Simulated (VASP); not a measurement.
Wanted: the native input for a VASP 6.6.1 run.

- Task: relaxation of cell and atoms
- Functional: PBE
- Potentials or basis: VASP PAW PBE potentials, release 64 (Sr_sv, Cl)
- Cutoff: 600 eV
- k mesh: 4 × 4 × 4
- Occupations: gaussian, width 0.1 eV
- Spin: no spin polarisation
- Dipole correction: no
- Further INCAR settings: ALGO = Normal; EDIFF = 1e-07; IBRION = 2; EDIFFG = -0.04; NSW = 90; ISIF = 3

The structure of Sr3Cl lies in POSCAR:

```
Sr3Cl
1.0
    4.9441163556      0.0000000000      0.0000000000
    0.0000000000      4.9441163556      0.0000000000
    0.0000000000      0.0000000000      4.9441163556
Sr Cl
3 1
Direct
    0.0000000000      0.5000000000      0.5000000000
    0.5000000000      0.0000000000      0.5000000000
    0.5000000000      0.5000000000      0.0000000000
    0.0000000000      0.0000000000      0.0000000000
```

One way to write it, as run:

INCAR

```
SYSTEM = Sr3Cl
PREC     = Accurate       ! precision mode
ENCUT    = 600            ! plane-wave cutoff, eV
EDIFF    = 1E-7           ! SCF threshold, eV
ISMEAR   = 0              ! smearing method
SIGMA    = 0.1            ! smearing width, eV
LREAL    = .FALSE.        ! projectors in reciprocal space
LASPH    = .TRUE.         ! aspherical terms in the spheres
NELM     = 100            ! most SCF steps
ALGO     = Normal         ! electronic algorithm
ISIF     = 3              ! what is computed and relaxed
LWAVE    = .FALSE.        ! write WAVECAR
LCHARG   = .FALSE.        ! write CHGCAR
GGA      = PE             ! functional
IBRION   = 2              ! ionic algorithm
NSW      = 90             ! ionic steps
EDIFFG   = -0.04          ! ionic threshold
```

KPOINTS

```
Automatic mesh
0
G
  4 4 4
  0 0 0
```

Potentials or basis: VASP PAW PBE potentials, release 64 (Sr_sv, Cl).

The run is started by

```console
$ cat potpaw_PBE.64/Sr_sv/POTCAR potpaw_PBE.64/Cl/POTCAR > POTCAR
$ mpirun -np 1 vasp_std > vasp.out
```

It gave:

```json
{"Relaxed volume": "47.52 Å³/atom", "Relaxed cell": "a = 5.750 Å, b = 5.750 Å, c = 5.750 Å, α = 90.00°, β = 90.00°, γ = 90.00°", "Space group after relaxing (to 0.1 Å)": "Pm-3m (No. 221)", "Energy gained by relaxing": "397.7 meV/atom", "Ionic steps": "4", "Pressure after relaxing": "0.0 GPa", "Band gap on the k mesh": "zero (an odd number of electrons rules out a gap without spin polarisation)"}
```

Caveat: the volume moved by over 15 % at a fixed basis, so the end points are rough; an odd number of electrons without spin polarisation forces a metal; a magnetic or distorted state may lie lower.

It took 64 s on 1 thread of Intel(R) Xeon(R) 6975P-C (Granite Rapids), with other jobs on the host, peak memory 0.26 GiB.
